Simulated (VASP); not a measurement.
Here is a VASP 6.6.1 calculation.

Contents of INCAR:

```
SYSTEM = CdSe
ALGO     = Normal         ! electronic algorithm
EDIFF    = 1E-6           ! SCF threshold, eV
ENCUT    = 520            ! plane-wave cutoff, eV
GGA      = PE             ! functional
ISIF     = 2              ! what is computed and relaxed
ISMEAR   = -1             ! smearing method
LASPH    = .True.         ! aspherical terms in the spheres
LCHARG   = .False.        ! write CHGCAR
LREAL    = .False.        ! projectors in reciprocal space
LWAVE    = .False.        ! write WAVECAR
NBANDS   = 16             ! bands
NELM     = 60             ! most SCF steps
PREC     = Accurate       ! precision mode
SIGMA    = 0.02           ! smearing width, eV
```

The input KPOINTS:

```
k-points
0
Gamma
  8 8 8
  0 0 0
```

File POSCAR:

```
CdSe
1.0
    0.0000000000      3.2457122607      2.7851436868
    3.2457122607      0.0000000000      2.7851436868
    3.2457122607      3.2457122607      0.0000000000
Cd Se
1 1
Direct
    0.0000000000      0.0000000000      0.0000000000
    0.2500000000      0.2500000000      0.2500000000
```

Potentials or basis: VASP PAW PBE potentials, release 64 (Cd, Se).

Command:

```console
$ cat potpaw_PBE.64/Cd/POTCAR potpaw_PBE.64/Se/POTCAR > POTCAR
$ mpirun -np 1 vasp_std > vasp.out
```

Predict the pressure.

0.4 GPa.

Estimate the band gap on the k mesh.

0.25 eV, direct.

Stress tensor (GPa, compression positive):
```
-0.26  0.00  0.00
 0.00 -0.26  0.00
 0.00  0.00  1.64
```

Caveat: the cell differs from its parent crystal (epitaxial xy strain +5.8%).
